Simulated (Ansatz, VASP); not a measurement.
# Two plane-wave programs on Rh

INCAR

```
PREC = Accurate
ENCUT = 520
EDIFF = 1E-7
ISMEAR = 0
SIGMA = 0.15
LREAL = False
LASPH = True
NELM = 60
ALGO = Fast
ISIF = 2
LWAVE = False
LCHARG = False
GGA = PE
NBANDS = 22
```

The input KPOINTS:

```
Automatic mesh
0
Gamma
  24 24 14
```

File POSCAR:

```
Rh
1.0
    2.6430454497      0.0000000000      0.0000000000
   -1.3215227248      2.2889445028      0.0000000000
    0.0000000000      0.0000000000      4.3848426969
Rh
2
Direct
    0.6666666667      0.3333333333      0.7500000000
    0.3333333333      0.6666666667      0.2500000000
```

Input for Ansatz:

```yaml
crystal:
  lattice:
    - [2.6430454497, 0.0, 0.0]
    - [-1.3215227248, 2.2889445028, 0.0]
    - [0.0, 0.0, 4.3848426969]
  atoms:
    - { symbol: Rh, position: [0.6666666667, 0.3333333333, 0.75] }
    - { symbol: Rh, position: [0.3333333333, 0.6666666667, 0.25] }
basis:
  ecutwfc: 420
kpoints:
  mp_grid: { grid: [24, 24, 14] }
hamiltonian:
  xc: pbe
scf:
  occupations: { method: gaussian, width: 0.15 }
output:
  forces: true
  stress: true
  eigenvalues: true
```

Change from the starting cell: strain -0.0300 x Voigt [1, 1, 0, 0, 0, 0], atoms carried along.

Alike in both runs: task single point; functional PBE; k mesh 24 × 24 × 14; occupations gaussian, width 0.15 eV; no spin polarisation.

|  | VASP | Ansatz |
| --- | --- | --- |
| version | VASP 6.6.1 | Ansatz 0.2.0 |
| potentials or method | VASP PAW PBE potentials, release 64 (Rh_pv), cutoff 520 eV | scalar-relativistic, plane waves, PAW |
| valence electrons in the cell | 30 | 34 |

Ansatz gave:

* gap on the k mesh at the Fermi level (eV): none
* pressure (GPa): 18.4
* traceless stress, the component that is largest in VASP (GPa): -5.79

Question: What did VASP give for the same quantities?

Answer: gap on the k mesh at the Fermi level (eV): none; pressure (GPa): 18.4; traceless stress, the component that is largest in VASP (GPa): -5.81.

A gap of «none» marks a metal or a gap that the smearing closes. VASP's potentials hold 30 valence electrons a cell and Ansatz's 34, so a difference there can come from the potentials and not from the codes.
